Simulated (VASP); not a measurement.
Nb5N:

```
CELL_PARAMETERS angstrom
-3.30000 3.30000 2.07500
3.30000 -3.30000 2.07500
3.30000 3.30000 -2.07500
ATOMIC_POSITIONS crystal
Nb 0.00000 0.00000 0.00000
Nb 0.20000 0.60000 0.80000
Nb 0.40000 0.20000 0.60000
Nb 0.80000 0.40000 0.20000
Nb 0.60000 0.80000 0.40000
N 0.50000 0.50000 0.00000
```

| Item | Value |
| --- | --- |
| Program | VASP 6.6.1 |
| Task | relaxation of cell and atoms |
| Functional | PBE |
| Potentials or basis | VASP PAW PBE potentials, release 64 (Nb_sv, N) |
| Cutoff | 600 eV |
| k mesh | 5 × 5 × 5 |
| Occupations | gaussian, width 0.2 eV |
| Spin | no spin polarisation |

At the start: pressure 20.0 GPa; volume 15.06 Å³/atom.

Q: Where does the relaxation end?

A: Over 17 steps the energy falls by 105.2 meV/atom and the volume is 16.17 Å³/atom (+7.3 %); space group I4/m (No. 87, to 0.1 Å) before and after.

The path:
```csv
step,energy change (eV),largest force (eV/Å),pressure (GPa),volume (Å³)
1,0.0000,0.9976,20.01,90.39
2,1.3670,0.8953,-25.64,117.30
3,-0.4843,0.2391,-1.28,98.66
4,-0.4862,0.2502,-0.32,98.19
5,-0.4861,0.2550,0.01,98.03
6,-0.5017,0.2128,0.02,97.91
7,-0.5481,0.1317,0.17,97.55
8,-0.5921,0.3464,1.13,96.75
9,-0.5936,0.2538,0.81,96.94
10,-0.6051,0.2480,0.10,97.22
11,-0.6101,0.2717,-0.77,97.58
12,-0.6169,0.2429,-0.06,97.22
13,-0.6206,0.1989,1.08,96.66
14,-0.6261,0.1385,0.32,97.01
15,-0.6276,0.1204,-0.31,97.30
16,-0.6297,0.0811,-0.04,97.18
17,-0.6311,0.0267,0.39,97.00
```

Final structure:
```
CELL_PARAMETERS angstrom
-3.26571 3.26571 2.27386
3.26571 -3.26571 2.27386
3.26571 3.26571 -2.27386
ATOMIC_POSITIONS crystal
Nb 0.00000 0.00000 0.00000
Nb 0.19563 0.61231 0.80794
Nb 0.38769 0.19563 0.58332
Nb 0.80437 0.38769 0.19207
Nb 0.61231 0.80437 0.41668
N 0.50000 0.50000 0.00000
```
